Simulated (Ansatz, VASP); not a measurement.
MgO in VASP and in Ansatz

The input INCAR:

```
SYSTEM = MgO
ALGO = Normal
EDIFF = 1E-6
ENCUT = 520
GGA = PS
ISIF = 2
ISMEAR = 0
LASPH = .TRUE.
LCHARG = .FALSE.
LREAL = .FALSE.
LWAVE = .FALSE.
NBANDS = 11
NELM = 60
PREC = Accurate
SIGMA = 0.05
```

KPOINTS

```
k-points
0
G
  10 10 10
  0 0 0
```

File POSCAR:

```
MgO
1.0
    0.0000000000      2.1071057202      2.1071057202
    2.1071057202      0.0000000000      2.1071057202
    2.1071057202      2.1071057202      0.0000000000
Mg O
1 1
Direct
    0.0177969238     -0.0177969238      0.0177969238
    0.5000000000      0.5000000000      0.5000000000
```

Input for Ansatz:

```yaml
crystal:
  lattice:
    - [0.0, 2.1071057202, 2.1071057202]
    - [2.1071057202, 0.0, 2.1071057202]
    - [2.1071057202, 2.1071057202, 0.0]
  atoms:
    - { symbol: Mg, position: [0.0177969238, -0.0177969238, 0.0177969238] }
    - { symbol: O, position: [0.5, 0.5, 0.5] }
basis:
  ecutwfc: 420
kpoints:
  mp_grid: { grid: [10, 10, 10] }
hamiltonian:
  xc: pbesol
scf:
  occupations: { method: gaussian, width: 0.05 }
output:
  forces: true
  stress: true
  eigenvalues: true
```

Change from the starting cell: all Mg atoms moved +0.075 Å, as atom 1 along Cartesian [0 1 0].

Alike in both runs: task single point; functional PBEsol; k mesh 10 × 10 × 10; occupations gaussian, width 0.05 eV; no spin polarisation.

|  | VASP | Ansatz |
| --- | --- | --- |
| version | VASP 6.6.1 | Ansatz 0.2.0 |
| potentials or method | VASP PAW PBE potentials, release 64 (Mg, O), cutoff 520 eV | scalar-relativistic, plane waves, PAW |
| valence electrons in the cell | 8 | 16 |

|  | VASP | Ansatz | Ansatz less VASP |
| --- | --- | --- | --- |
| gap on the k mesh at the Fermi level (eV) | 4.62 | 4.62 | 0.000 |
| least direct gap on the mesh (eV) | 4.62 | 4.62 | 0.000 |
| pressure (GPa) | 0.0 | 0.5 | +0.50 |
| traceless stress, the component that is largest in VASP (GPa) | 1.35 | 1.33 | -0.018 |
| rms of the force components (eV/Å) | 0.243 | 0.240 | -0.0028 |

VASP's potentials were made for PBE, not for PBEsol. Atom by atom the forces differ by 0.003 eV/Å (rms over components). VASP's potentials hold 8 valence electrons a cell and Ansatz's 16, so a difference there can come from the potentials and not from the codes.
